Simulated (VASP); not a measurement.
# Ir (Fm-3m) in VASP: further runs

Ir is run at these levels: r2SCAN; tasks: single point.

All numbers are computed with VASP 6.6.1; they aren't measurements. Logs are shortened: lines on timing, memory, paths and dates and some standing lists are left out, and cuts for length are marked.

### Step 1. The cell of the first run

Symmetry: Fm-3m, No. 225, cubic system. Conventional cell: a = 3.831 Å, b = 3.831 Å, c = 3.831 Å, α = 90.00°, β = 90.00°, γ = 90.00°. Within 3.6 Å of Ir (site symmetry m-3m) lie 12 Ir at 2.71 Å.

### Step 2. Single point, r2SCAN

Contents of POSCAR:

```
Ir
1.0
    0.0000000000      1.9156000000      1.9156000000
    1.9156000000      0.0000000000      1.9156000000
    1.9156000000      1.9156000000      0.0000000000
Ir
1
Direct
    0.0000000000      0.0000000000      0.0000000000
```

Contents of INCAR.step1:

```
SYSTEM = Ir
PREC = Accurate ; ENCUT = 550
ISMEAR = 1 ; SIGMA = 0.05
LREAL = .FALSE. ; LASPH = .TRUE.
NELM = 120 ; NBANDS = 10
GGA = PE ; ALGO = Normal
EDIFF = 1E-5 ; LWAVE = .TRUE.
LCHARG = .FALSE. ; GGA_COMPAT = .FALSE.
```

Contents of INCAR.step2:

```
SYSTEM = Ir
PREC = Accurate ; ENCUT = 550
EDIFF = 1E-6 ; ISMEAR = 1
SIGMA = 0.05 ; LREAL = .FALSE.
LASPH = .TRUE. ; NELM = 120
ALGO = Normal ; ISIF = 2
LWAVE = .FALSE. ; LCHARG = .TRUE.
METAGGA = R2SCAN ; LMIXTAU = .TRUE.
LELF = .TRUE. ; LVHAR = .TRUE.
NBANDS = 10 ; ISTART = 1
GGA_COMPAT = .FALSE.
```

Contents of KPOINTS:

```
Automatic mesh
0
G
  12 12 12
  0 0 0
```

Potentials or basis: VASP PAW PBE potentials, release 64 (Ir).

The run is started by

```
cat potpaw_PBE.64/Ir/POTCAR > POTCAR
cp INCAR.step1 INCAR
mpirun -np 1 vasp_std > vasp.out
cp INCAR.step2 INCAR
mpirun -np 1 vasp_std > vasp.out
```

OUTCAR:

```text
SYSTEM = Ir
   PREC = Accurate
   ENCUT = 550
   EDIFF = 1E-6
   ISMEAR = 1
   LREAL = .FALSE.
   LASPH = .TRUE.
   NELM = 120
   ISIF = 2
   METAGGA = R2SCAN
   ISTART = 1

 ion  position               nearest neighbor table
   1  0.000  0.000  0.000-

  LATTYP: Found a face centered cubic cell.
 ALAT       =     3.8312000000

  Lattice vectors:

 A1 = (   0.0000000000,   1.9156000000,   1.9156000000)
 A2 = (   1.9156000000,   0.0000000000,   1.9156000000)
 A3 = (   1.9156000000,   1.9156000000,   0.0000000000)

Analysis of symmetry for initial positions (statically):
=====================================================================
 Subroutine PRICEL returns:
 Original cell was already a primitive cell.

 Routine SETGRP: Setting up the symmetry group for a
 face centered cubic supercell.

 Subroutine GETGRP returns: Found 48 space group operations
 (whereof 48 operations were pure point group operations)
 out of a pool of 48 trial point group operations.

The static configuration has the point symmetry O_h .

Analysis of symmetry for dynamics (positions and initial velocities):
=====================================================================
 Subroutine PRICEL returns:
 Original cell was already a primitive cell.

 Routine SETGRP: Setting up the symmetry group for a
 face centered cubic supercell.

 Subroutine GETGRP returns: Found 48 space group operations
 (whereof 48 operations were pure point group operations)
 out of a pool of 48 trial point group operations.

The dynamic configuration has the point symmetry O_h .

 Subroutine INISYM returns: Found 48 space group operations
 (whereof 48 operations are pure point group operations),
 and found     1 'primitive' translations

----------------------------------------------------------------------------------------

                                     Primitive cell

  volume of cell :      14.0587

  direct lattice vectors                    reciprocal lattice vectors
     0.000000000  1.915600000  1.915600000    -0.261014826  0.261014826  0.261014826
     1.915600000  0.000000000  1.915600000     0.261014826 -0.261014826  0.261014826
     1.915600000  1.915600000  0.000000000     0.261014826  0.261014826 -0.261014826

  length of vectors
     2.709067500  2.709067500  2.709067500     0.452090940  0.452090940  0.452090940

  position of ions in fractional coordinates (direct lattice)
     0.000000000  0.000000000  0.000000000

  ion indices of the primitive-cell ions
   primitive index   ion index
                 1           1

----------------------------------------------------------------------------------------

 KPOINTS: Automatic mesh

Automatic generation of k-mesh.
 Grid dimensions read from file:
 generate k-points for:   12   12   12

 Generating k-lattice:

  Cartesian coordinates                     Fractional coordinates (reciprocal lattice)
    -0.021751235  0.021751235  0.021751235     0.083333333  0.000000000  0.000000000
     0.021751235 -0.021751235  0.021751235     0.000000000  0.083333333  0.000000000
     0.021751235  0.021751235 -0.021751235     0.000000000  0.000000000  0.083333333

  Length of vectors
     0.037674245  0.037674245  0.037674245

  Shift w.r.t. Gamma in fractional coordinates (k-lattice)
     0.000000000  0.000000000  0.000000000

 Subroutine IBZKPT returns following result:
 ===========================================

 Found     72 irreducible k-points:

 Following reciprocal coordinates:
            Coordinates               Weight
  0.000000  0.000000  0.000000      1.000000
  0.083333  0.000000  0.000000      8.000000
  0.166667  0.000000  0.000000      8.000000
  0.250000  0.000000  0.000000      8.000000
  0.333333  0.000000  0.000000      8.000000
  0.416667  0.000000  0.000000      8.000000
[... 16 lines left out ...]
  0.500000  0.166667  0.000000     24.000000
 -0.416667  0.166667  0.000000     24.000000
 [... further k-points ...]
   k-points           NKPTS =     72   k-points in BZ     NKDIM =     72   number of bands    NBANDS=     10
   number of dos      NEDOS =    301   number of ions     NIONS =      1
   total plane-waves  NPLWV =  13824
   dimension x,y,z NGX =    24 NGY =   24 NGZ =   24
   dimension x,y,z NGXF=    48 NGYF=   48 NGZF=   48
   ions per type =               1
   NGX,Y,Z   is equivalent  to a cutoff of  14.73, 14.73, 14.73 a.u.
   NGXF,Y,Z  is equivalent  to a cutoff of  29.46, 29.46, 29.46 a.u.
 SYSTEM =  Ir
   PREC   = accura    normal or accurate (medium, high low for compatibility)
   ISTART =      1    job   : 0-new  1-cont  2-samecut
   ICHARG =      0    charge: 1-file 2-atom 10-const
   ISPIN  =      1    spin polarized calculation?
   LNONCOLLINEAR =      F non collinear calculations
   LSORBIT =      F    spin-orbit coupling
   LASPH  =      T    aspherical Exc in radial PAW
   ENCUT  =  550.0 eV  40.42 Ry    6.36 a.u.   5.18  5.18  5.18*2*pi/ulx,y,z
   NELM   =    120;   NELMIN=  2; NELMDL=  0     # of ELM steps
   EDIFF  = 0.1E-05   stopping-criterion for ELM
   LREAL  =      F    real-space projection
   EDIFFG = 0.1E-04   stopping-criterion for IOM
   NSW    =      0    number of steps for IOM
   IBRION =     -1    ionic relax: 0-MD 1-quasi-New 2-CG
   NFREE  =      0    steps in history (QN), initial steepest desc. (CG)
   ISIF   =      2    stress and relaxation
   ISYM   =      2    0-nonsym 1-usesym 2-fastsym
   POTIM  = 0.5000    time-step for ionic-motion
   TEBEG  =    0.0;   TEEND  =   0.0 temperature during run
   PSTRESS=    0.0 pullay stress
   NELECT =       9.0000    total number of electrons
   NUPDOWN=      -1.0000    fix difference up-down
   EMIN   =  10.00;   EMAX   =-10.00  energy-range for DOS
   EFERMI =   0.00;   METHOD = LEGACY
   ISMEAR =     1;   SIGMA  =   0.05  broadening in eV -4-tet -1-fermi 0-gaus
   EFERMI_NEDOS =   21; number of points for ismear=-14 and -15
   IALGO  =     38    algorithm
   IMIX   =      4    mixing-type and parameters
     AMIX     =   0.40;   BMIX     =  1.00
     AMIX_MAG =   1.60;   BMIX_MAG =  1.00
  volume/ion in A,a.u.               =      14.06        94.87
  Fermi-wavevector in a.u.,A,eV,Ry     =   1.410937  2.666284 27.085691  1.990742
  Thomas-Fermi vector in A             =   2.532839
   LORBIT       =      0    0 simple, 1 ext, 2 COOP (PROOUT), +10 PAW based schemes
   METAGGA = R2SCAN    functional components
   LHFCALC =     F    Hartree Fock is set to
   AEXX    =    0.0000 exact exchange contribution
   IVDW    =     0    specifies the selected vdW correction
   LEPSILON=     F    determine dielectric tensor
   LRPA    =     F    only Hartree local field effects (RPA)
 non-spin polarized calculation
 Methfessel and Paxton  Order N= 1 SIGMA  =   0.05
  energy-cutoff  :      550.00
  volume of cell :       14.06
 maximum number of plane-waves:       424
 NGX is ok and might be reduce to    24
   NGX = 11   NGY = 11   NGZ = 11

 number of electron       9.0000000 magnetization

 Free energy of the ion-electron system (eV)
  ---------------------------------------------------
  ext. energy  EPLUGINS =         0.00000000
  ---------------------------------------------------
  free energy    TOTEN  =       -52.37948976 eV

  energy without entropy =      -52.37929877  energy(sigma->0) =      -52.37942610

 E-fermi :  10.3238     XC(G=0): -15.3736

 val. band max:       10.3147084219   @ k =  -0.2500   0.0833   0.0000
 cond. band min:      10.3423918292   @ k =  -0.3333   0.3333   0.0000
 fundamental gap:      0.0276834073
 Fermi energy:        10.3237567624

 k-point     1 :       0.0000    0.0000    0.0000
  band No.  band energies     occupation
      1      -1.3137      2.00000
      2       6.2437      2.00000
      3       6.2437      2.00000
      4       6.2437      2.00000
      5       8.9860      2.00000
      6       8.9860      2.00000
      7      25.3792      0.00000
      8      31.2781      0.00000
      9      31.2781      0.00000
     10      31.2781      0.00000

 k-point     2 :       0.0833    0.0000    0.0000
  band No.  band energies     occupation
      1      -0.9914      2.00000
      2       6.0748      2.00000
      3       6.3803      2.00000
      4       6.3803      2.00000
      5       8.9023      2.00000
      6       8.9023      2.00000
      7      25.9246      0.00000
      8      29.8192      0.00000
      9      31.8009      0.00000
     10      31.8009      0.00000

 k-point     3 :       0.1667    0.0000    0.0000
  band No.  band energies     occupation
      1      -0.1088      2.00000
      2       5.7358      2.00000
      3       6.6528      2.00000
      4       6.6528      2.00000
      5       8.8289      2.00000
      6       8.8289      2.00000
      7      27.1049      0.00000
      8      27.5232      0.00000
      9      33.2569      0.00000
     10      33.2569      0.00000

 k-point     4 :       0.2500    0.0000    0.0000
  band No.  band energies     occupation
      1       0.9962      2.00000
      2       5.7093      2.00000
      3       6.6864      2.00000
      4       6.6864      2.00000
      5       9.2040      2.00000
      6       9.2040      2.00000
      7      24.9267      0.00000
      8      27.8998      0.00000
      9      35.1876      0.00000
     10      35.1876      0.00000
[... 222 lines left out ...]
 k-point    22 :       0.4167    0.1667    0.0000
  band No.  band energies     occupation
      1       2.6463      2.00000
      2       5.2586      2.00000
      3       5.9844      2.00000
      4       7.3322      2.00000
      5      11.1344     -0.00000
      6      11.5343      0.00000
      7      21.3852      0.00000
      8      27.4431      0.00000
      9      29.5774      0.00000
     10      31.7409      0.00000

 k-point    23 :       0.5000    0.1667    0.0000
  band No.  band energies     occupation
      1       2.7182      2.00000
      2       5.2747      2.00000
      3       6.8336      2.00000
      4       7.0736      2.00000
      5      11.3134     -0.00000
      6      13.6597      0.00000
      7      18.3429      0.00000
      8      26.6703      0.00000
      9      29.6026      0.00000
     10      30.1085      0.00000

 k-point    24 :      -0.4167    0.1667    0.0000
  band No.  band energies     occupation
      1       2.7907      2.00000
      2       5.3019      2.00000
      3       6.9512      2.00000
      4       7.1882      2.00000
      5      10.7719     -0.00000
      6      14.2892      0.00000
      7      17.9973      0.00000
      8      26.4564      0.00000
      9      28.7986      0.00000
     10      30.8944      0.00000

 [... further k-points ...]

------------------------ aborting loop because EDIFF is reached ----------------------------------------

  FORCE on cell =-STRESS in cart. coord.  units (eV):
  Direction    XX          YY          ZZ          XY          YZ          ZX
  --------------------------------------------------------------------------------------
  -------------------------------------------------------------------------------------
  Total        0.5397913      0.5397913      0.5397913      0.0000000      0.0000000      0.0000000
  in kB       61.5165525     61.5165525     61.5165525      0.0000000      0.0000000      0.0000000
  external PRESSURE =      61.5165525 kB  Pullay stress =       0.0000000 kB

 VOLUME and BASIS-vectors are now :
 -----------------------------------------------------------------------------
  energy-cutoff  :      550.00
  volume of cell :       14.06
      direct lattice vectors                 reciprocal lattice vectors
     0.000000000  1.915600000  1.915600000    -0.261014826  0.261014826  0.261014826
     1.915600000  0.000000000  1.915600000     0.261014826 -0.261014826  0.261014826
     1.915600000  1.915600000  0.000000000     0.261014826  0.261014826 -0.261014826

 POSITION                                       TOTAL-FORCE (eV/Angst)
 -----------------------------------------------------------------------------------
      0.00000      0.00000      0.00000         0.000000      0.000000      0.000000
 -----------------------------------------------------------------------------------
    total drift:                               -0.000000      0.000000     -0.000000

  FREE ENERGIE OF THE ION-ELECTRON SYSTEM (eV)
  ---------------------------------------------------
  free  energy   TOTEN  =       -52.3794897627 eV

  energy  without entropy=      -52.3792987732  energy(sigma->0) =      -52.37942610
```

Wall time 48 s (1 thread of Intel Xeon Platinum 8175M at 2.50GHz (Skylake/Cascade Lake), shared host); peak memory 0.16 GiB.

Results:

```yaml
Free_energy: -52.3795 eV
Pressure: 6.2 GPa
```

Caveat: the PAW data sets were made with another functional, which shifts forces and pressure a little; spin-orbit coupling is left out, which moves the levels of the heavy elements.

### Step 3. Single point, r2SCAN

POSCAR is that of step 2.

Contents of INCAR.step1:

```
PREC = Accurate
ENCUT = 550
ISMEAR = 1
SIGMA = 0.05
LREAL = False
LASPH = True
NELM = 120
NBANDS = 10
GGA = PE
ALGO = Normal
EDIFF = 1E-5
LWAVE = True
LCHARG = False
GGA_COMPAT = False
```

Contents of INCAR.step2:

```
PREC = Accurate
ENCUT = 550
EDIFF = 1E-6
ISMEAR = 1
SIGMA = 0.05
LREAL = False
LASPH = True
NELM = 120
ALGO = Normal
ISIF = 2
LWAVE = False
LCHARG = False
METAGGA = R2SCAN
LMIXTAU = True
NBANDS = 10
ISTART = 1
GGA_COMPAT = False
```

Contents of KPOINTS:

```
Automatic mesh
0
Gamma
  12 12 12
```

Potentials or basis: VASP PAW PBE potentials, release 64 (Ir).

The run is started by

```
cat potpaw_PBE.64/Ir/POTCAR > POTCAR
cp INCAR.step1 INCAR
mpirun -np 1 vasp_std > vasp.out
cp INCAR.step2 INCAR
mpirun -np 1 vasp_std > vasp.out
```

Wall time 36 s (1 thread of Intel Xeon Platinum 8175M at 2.50GHz (Skylake/Cascade Lake), shared host); peak memory 0.16 GiB.

It converged, with:

```yaml
Free_energy: -52.3795 eV
Pressure: 6.2 GPa
```

Levels at points of the mesh, in eV from the Fermi level:
| k point | band 1 | band 2 | band 3 | band 4 | band 5 | band 6 | band 7 | band 8 | band 9 |
| --- | --- | --- | --- | --- | --- | --- | --- | --- | --- |
| (0.00, 0.00, 0.00) | -11.64 | -4.08 | -4.08 | -4.08 | -1.34 | -1.34 | 15.06 | 20.95 | 20.95 |
| (0.50, 0.00, 0.00) | -8.52 | -4.24 | -4.24 | -0.76 | 0.91 | 0.91 | 7.69 | 14.68 | 20.84 |
| (0.50, 0.50, 0.00) | -8.33 | -7.74 | 0.81 | 1.55 | 1.55 | 1.75 | 11.13 | 12.33 | 12.33 |

Caveat: the PAW data sets were made with another functional, which shifts forces and pressure a little; spin-orbit coupling is left out, which moves the levels of the heavy elements.
